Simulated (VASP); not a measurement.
# Ca3H (Pm-3m) in VASP: notebook

The runs below take Ca3H through single point, relaxation of cell and atoms, with PBE.

Everything below comes from runs of VASP 6.6.1. Logs are shortened: lines on timing, memory, paths and dates and some standing lists are left out, and cuts for length are marked.

## (1) The cell of the first run

The structure is cubic, space group Pm-3m (No. 221). The conventional cell has a = 5.157 Å, b = 5.157 Å, c = 5.157 Å, α = 90.00°, β = 90.00°, γ = 90.00°. Within 4.8 Å of Ca (site symmetry 4/mmm) lie 8 Ca at 3.65 Å and 4 H at 3.65 Å. H (site symmetry m-3m) has 12 Ca at 3.65 Å within 4.8 Å.

The cell was built from a structure type or drawn by symmetry, and may not be a known phase.

## (2) Single point, PBE

INCAR reads:

```
  PREC = Accurate
  ENCUT = 520
  EDIFF = 1E-6
  ISMEAR = 0
  SIGMA = 0.1
  LREAL = F
  LASPH = T
  NELM = 60
  ALGO = Normal
  ISIF = 2
  LWAVE = F
  LCHARG = T
  GGA = PE
  LELF = T
  LVHAR = T
  NBANDS = 24
```

KPOINTS reads:

```
regular mesh
0
Gamma
  10 10 10
```

POSCAR reads:

```
Ca3H
1.0
    5.1565661985      0.0000000000      0.0000000000
    0.0000000000      5.1565661985      0.0000000000
    0.0000000000      0.0000000000      5.1565661985
Ca H
3 1
Direct
    0.5000000000      0.5000000000      0.0000000000
    0.5000000000      0.0000000000      0.5000000000
    0.0000000000      0.5000000000      0.5000000000
    0.0000000000      0.0000000000      0.0000000000
```

Potentials or basis: VASP PAW PBE potentials, release 64 (Ca_sv, H).

Command:

```bash
cat potpaw_PBE.64/Ca_sv/POTCAR potpaw_PBE.64/H/POTCAR > POTCAR
mpirun -np 1 vasp_std > vasp.out
```

OUTCAR:

```text
PREC = Accurate
   ENCUT = 520
   EDIFF = 1E-6
   ISMEAR = 0
   LREAL = F
   LASPH = T
   NELM = 60
   ISIF = 2
   GGA = PE

 ion  position               nearest neighbor table
   1  0.500  0.500  0.000-
   2  0.500  0.000  0.500-
   3  0.000  0.500  0.500-
   4  0.000  0.000  0.000-

  LATTYP: Found a simple cubic cell.
 ALAT       =     5.1565661985

  Lattice vectors:

 A1 = (   5.1565661985,   0.0000000000,   0.0000000000)
 A2 = (   0.0000000000,   5.1565661985,   0.0000000000)
 A3 = (   0.0000000000,   0.0000000000,   5.1565661985)

Analysis of symmetry for initial positions (statically):
=====================================================================
 Subroutine PRICEL returns:
 Original cell was already a primitive cell.

 Routine SETGRP: Setting up the symmetry group for a
 simple cubic supercell.

 Subroutine GETGRP returns: Found 48 space group operations
 (whereof 48 operations were pure point group operations)
 out of a pool of 48 trial point group operations.

The static configuration has the point symmetry O_h .

Analysis of symmetry for dynamics (positions and initial velocities):
=====================================================================
 Subroutine PRICEL returns:
 Original cell was already a primitive cell.

 Routine SETGRP: Setting up the symmetry group for a
 simple cubic supercell.

 Subroutine GETGRP returns: Found 48 space group operations
 (whereof 48 operations were pure point group operations)
 out of a pool of 48 trial point group operations.

The dynamic configuration has the point symmetry O_h .

 Subroutine INISYM returns: Found 48 space group operations
 (whereof 48 operations are pure point group operations),
 and found     1 'primitive' translations

----------------------------------------------------------------------------------------

                                     Primitive cell

  volume of cell :     137.1140

  direct lattice vectors                    reciprocal lattice vectors
     5.156566199  0.000000000  0.000000000     0.193927502  0.000000000  0.000000000
     0.000000000  5.156566199  0.000000000     0.000000000  0.193927502  0.000000000
     0.000000000  0.000000000  5.156566199     0.000000000  0.000000000  0.193927502

  length of vectors
     5.156566199  5.156566199  5.156566199     0.193927502  0.193927502  0.193927502

  position of ions in fractional coordinates (direct lattice)
     0.500000000  0.500000000  0.000000000
     0.500000000  0.000000000  0.500000000
     0.000000000  0.500000000  0.500000000
     0.000000000  0.000000000  0.000000000

  ion indices of the primitive-cell ions
   primitive index   ion index
                 1           1
                 2           2
                 3           3
                 4           4

----------------------------------------------------------------------------------------

 KPOINTS: regular mesh

Automatic generation of k-mesh.
 Grid dimensions read from file:
 generate k-points for:   10   10   10

 Generating k-lattice:

  Cartesian coordinates                     Fractional coordinates (reciprocal lattice)
     0.019392750  0.000000000  0.000000000     0.100000000  0.000000000  0.000000000
     0.000000000  0.019392750  0.000000000     0.000000000  0.100000000  0.000000000
     0.000000000  0.000000000  0.019392750     0.000000000  0.000000000  0.100000000

  Length of vectors
     0.019392750  0.019392750  0.019392750

  Shift w.r.t. Gamma in fractional coordinates (k-lattice)
     0.000000000  0.000000000  0.000000000

 Subroutine IBZKPT returns following result:
 ===========================================

 Found     56 irreducible k-points:

 Following reciprocal coordinates:
            Coordinates               Weight
  0.000000  0.000000  0.000000      1.000000
  0.100000  0.000000  0.000000      6.000000
  0.200000  0.000000  0.000000      6.000000
  0.300000  0.000000  0.000000      6.000000
  0.400000  0.000000  0.000000      6.000000
  0.500000  0.000000  0.000000      3.000000
[... 16 lines left out ...]
  0.200000  0.100000  0.100000     24.000000
  0.300000  0.100000  0.100000     24.000000
 [... further k-points ...]
   k-points           NKPTS =     56   k-points in BZ     NKDIM =     56   number of bands    NBANDS=     24
   number of dos      NEDOS =    301   number of ions     NIONS =      4
   total plane-waves  NPLWV =  64000
   dimension x,y,z NGX =    40 NGY =   40 NGZ =   40
   dimension x,y,z NGXF=    80 NGYF=   80 NGZF=   80
   ions per type =               3   1
   NGX,Y,Z   is equivalent  to a cutoff of  12.90, 12.90, 12.90 a.u.
   NGXF,Y,Z  is equivalent  to a cutoff of  25.79, 25.79, 25.79 a.u.
 SYSTEM =  unknown system
   PREC   = accura    normal or accurate (medium, high low for compatibility)
   ISTART =      0    job   : 0-new  1-cont  2-samecut
   ICHARG =      2    charge: 1-file 2-atom 10-const
   ISPIN  =      1    spin polarized calculation?
   LNONCOLLINEAR =      F non collinear calculations
   LSORBIT =      F    spin-orbit coupling
   LASPH  =      T    aspherical Exc in radial PAW
   ENCUT  =  520.0 eV  38.22 Ry    6.18 a.u.   9.59  9.59  9.59*2*pi/ulx,y,z
   NELM   =     60;   NELMIN=  2; NELMDL= -5     # of ELM steps
   EDIFF  = 0.1E-05   stopping-criterion for ELM
   LREAL  =      F    real-space projection
   EDIFFG = 0.1E-04   stopping-criterion for IOM
   NSW    =      0    number of steps for IOM
   IBRION =     -1    ionic relax: 0-MD 1-quasi-New 2-CG
   NFREE  =      0    steps in history (QN), initial steepest desc. (CG)
   ISIF   =      2    stress and relaxation
   ISYM   =      2    0-nonsym 1-usesym 2-fastsym
   POTIM  = 0.5000    time-step for ionic-motion
   TEBEG  =    0.0;   TEEND  =   0.0 temperature during run
   PSTRESS=    0.0 pullay stress
   NELECT =      31.0000    total number of electrons
   NUPDOWN=      -1.0000    fix difference up-down
   EMIN   =  10.00;   EMAX   =-10.00  energy-range for DOS
   EFERMI =   0.00;   METHOD = LEGACY
   ISMEAR =     0;   SIGMA  =   0.10  broadening in eV -4-tet -1-fermi 0-gaus
   EFERMI_NEDOS =   21; number of points for ismear=-14 and -15
   IALGO  =     38    algorithm
   IMIX   =      4    mixing-type and parameters
     AMIX     =   0.40;   BMIX     =  1.00
     AMIX_MAG =   1.60;   BMIX_MAG =  1.00
  volume/ion in A,a.u.               =      34.28       231.32
  Fermi-wavevector in a.u.,A,eV,Ry     =   0.997321  1.884663 13.533013  0.994648
  Thomas-Fermi vector in A             =   2.129469
   LORBIT       =      0    0 simple, 1 ext, 2 COOP (PROOUT), +10 PAW based schemes
   GGA     = PE    functional components
   LHFCALC =     F    Hartree Fock is set to
   AEXX    =    0.0000 exact exchange contribution
   IVDW    =     0    specifies the selected vdW correction
   LEPSILON=     F    determine dielectric tensor
   LRPA    =     F    only Hartree local field effects (RPA)
 non-spin polarized calculation
 Gauss-broadening in eV      SIGMA  =   0.10
  energy-cutoff  :      520.00
  volume of cell :      137.11
 maximum number of plane-waves:      3743
 NGX is ok and might be reduce to    40
   NGX = 19   NGY = 19   NGZ = 19

 number of electron      31.0000013 magnetization

 Free energy of the ion-electron system (eV)
  ---------------------------------------------------
  ext. energy  EPLUGINS =         0.00000000
  ---------------------------------------------------
  free energy    TOTEN  =        -7.21077536 eV

  energy without entropy =       -7.19706040  energy(sigma->0) =       -7.20391788

 E-fermi :   1.7625     XC(G=0):  -7.6013

 val. band max:        1.7592381112   @ k =   0.5000   0.4000   0.4000
 cond. band min:       1.7755107963   @ k =   0.1000   0.0000   0.0000
 fundamental gap:      0.0162726852
 Fermi energy:         1.7625345440

 k-point     1 :       0.0000    0.0000    0.0000
  band No.  band energies     occupation
      1     -40.5111      2.00000
      2     -40.4774      2.00000
      3     -40.4774      2.00000
      4     -21.5824      2.00000
      5     -21.5824      2.00000
      6     -21.5824      2.00000
[... 16 lines left out ...]
     23       3.4973      0.00000
     24       4.7647      0.00000

 k-point     2 :       0.1000    0.0000    0.0000
  band No.  band energies     occupation
      1     -40.5104      2.00000
      2     -40.4781      2.00000
      3     -40.4774      2.00000
      4     -21.5799      2.00000
      5     -21.5799      2.00000
      6     -21.5787      2.00000
[... 16 lines left out ...]
     23       3.5818      0.00000
     24       4.7219      0.00000

 k-point     3 :       0.2000    0.0000    0.0000
  band No.  band energies     occupation
      1     -40.5083      2.00000
      2     -40.4802      2.00000
      3     -40.4774      2.00000
      4     -21.5728      2.00000
      5     -21.5728      2.00000
      6     -21.5681      2.00000
[... 16 lines left out ...]
     23       3.6208      0.00000
     24       4.6072      0.00000

 k-point     4 :       0.3000    0.0000    0.0000
  band No.  band energies     occupation
      1     -40.5051      2.00000
      2     -40.4833      2.00000
      3     -40.4773      2.00000
      4     -21.5626      2.00000
      5     -21.5626      2.00000
      6     -21.5523      2.00000
[... 16 lines left out ...]
     23       3.6307      0.00000
     24       4.4581      0.00000

 k-point     5 :       0.4000    0.0000    0.0000
  band No.  band energies     occupation
      1     -40.5017      2.00000
      2     -40.4867      2.00000
      3     -40.4773      2.00000
      4     -21.5524      2.00000
      5     -21.5524      2.00000
      6     -21.5353      2.00000
[... 451 lines left out ...]
 k-point    22 :       0.1000    0.1000    0.1000
  band No.  band energies     occupation
      1     -40.5089      2.00000
      2     -40.4784      2.00000
      3     -40.4784      2.00000
      4     -21.5835      2.00000
      5     -21.5695      2.00000
      6     -21.5695      2.00000
[... 16 lines left out ...]
     23       3.6695      0.00000
     24       4.7159      0.00000

 k-point    23 :       0.2000    0.1000    0.1000
  band No.  band energies     occupation
      1     -40.5069      2.00000
      2     -40.4804      2.00000
      3     -40.4784      2.00000
      4     -21.5813      2.00000
      5     -21.5632      2.00000
      6     -21.5566      2.00000
[... 16 lines left out ...]
     23       3.6991      0.00000
     24       4.5977      0.00000

 k-point    24 :       0.3000    0.1000    0.1000
  band No.  band energies     occupation
      1     -40.5039      2.00000
      2     -40.4834      2.00000
      3     -40.4784      2.00000
      4     -21.5734      2.00000
      5     -21.5540      2.00000
      6     -21.5441      2.00000
[... 16 lines left out ...]
     23       3.6503      0.00000
     24       4.3959      0.00000

 [... further k-points ...]

------------------------ aborting loop because EDIFF is reached ----------------------------------------

  FORCE on cell =-STRESS in cart. coord.  units (eV):
  Direction    XX          YY          ZZ          XY          YZ          ZX
  --------------------------------------------------------------------------------------
  -------------------------------------------------------------------------------------
  Total        0.0032533      0.0032533      0.0032533      0.0000000      0.0000000      0.0000000
  in kB        0.0380151      0.0380151      0.0380151      0.0000000      0.0000000      0.0000000
  external PRESSURE =       0.0380151 kB  Pullay stress =       0.0000000 kB

 VOLUME and BASIS-vectors are now :
 -----------------------------------------------------------------------------
  energy-cutoff  :      520.00
  volume of cell :      137.11
      direct lattice vectors                 reciprocal lattice vectors
     5.156566199  0.000000000  0.000000000     0.193927502  0.000000000  0.000000000
     0.000000000  5.156566199  0.000000000     0.000000000  0.193927502  0.000000000
     0.000000000  0.000000000  5.156566199     0.000000000  0.000000000  0.193927502

 POSITION                                       TOTAL-FORCE (eV/Angst)
 -----------------------------------------------------------------------------------
      2.57828      2.57828      0.00000         0.000000      0.000000      0.000000
      2.57828      0.00000      2.57828         0.000000      0.000000      0.000000
      0.00000      2.57828      2.57828         0.000000      0.000000      0.000000
      0.00000      0.00000      0.00000         0.000000      0.000000      0.000000
 -----------------------------------------------------------------------------------
    total drift:                               -0.000000     -0.000000     -0.000000

  FREE ENERGIE OF THE ION-ELECTRON SYSTEM (eV)
  ---------------------------------------------------
  free  energy   TOTEN  =        -7.2107753633 eV

  energy  without entropy=       -7.1970603987  energy(sigma->0) =       -7.20391788
```

It took 3.7 min on 1 thread of Intel Xeon 8259CL, shared host; peak memory 0.33 GiB.

What came out:

```yaml
Free_energy: -7.2108 eV
Pressure: 0.0 GPa
Band_gap_on_the_k_mesh: zero (an odd number of electrons rules out a gap without spin polarisation)
```

## (3) Single point, PBE

INCAR reads:

```
SYSTEM = Ca3H
ALGO     = Normal         ! electronic algorithm
EDIFF    = 1E-6           ! SCF threshold, eV
ENCUT    = 520            ! plane-wave cutoff, eV
GGA      = PE             ! functional
ISIF     = 2              ! what is computed and relaxed
ISMEAR   = 0              ! smearing method
LASPH    = .True.         ! aspherical terms in the spheres
LCHARG   = .False.        ! write CHGCAR
LREAL    = .False.        ! projectors in reciprocal space
LWAVE    = .False.        ! write WAVECAR
NBANDS   = 24             ! bands
NELM     = 80             ! most SCF steps
PREC     = Accurate       ! precision mode
SIGMA    = 0.1            ! smearing width, eV
```

KPOINTS reads:

```
k-points
0
Gamma
  10 10 10
  0 0 0
```

POSCAR is that of step 2.

Potentials or basis: VASP PAW PBE potentials, release 64 (Ca_sv, H).

Command:

```bash
cat potpaw_PBE.64/Ca_sv/POTCAR potpaw_PBE.64/H/POTCAR > POTCAR
mpirun -np 1 vasp_std > vasp.out
```

Wall time 3.8 min (1 thread of Intel Xeon 8259CL, shared host); peak memory 0.33 GiB.

Results (log left out):

| Quantity | Value |
| --- | --- |
| Free energy | -7.2108 eV |
| Pressure | 0.0 GPa |
| Band gap on the k mesh | zero (an odd number of electrons rules out a gap without spin polarisation) |

Levels at points of the mesh, in eV from the Fermi level:
```tsv
k point	band 13	band 14	band 15	band 16	band 17	band 18	band 19	band 20
(0.00, 0.00, 0.00)	-4.49	-1.72	0.13	0.13	0.69	0.69	0.69	1.34
(0.50, 0.00, 0.00)	-3.38	-2.76	0.01	0.68	0.87	0.87	0.97	1.06
(0.50, 0.50, 0.00)	-2.83	-1.43	-1.25	-1.25	0.77	1.20	1.29	1.29
(0.50, 0.50, 0.50)	-2.73	-0.74	-0.74	-0.74	-0.15	0.58	0.58	0.58
```

(Continued in part 2 of 2.)
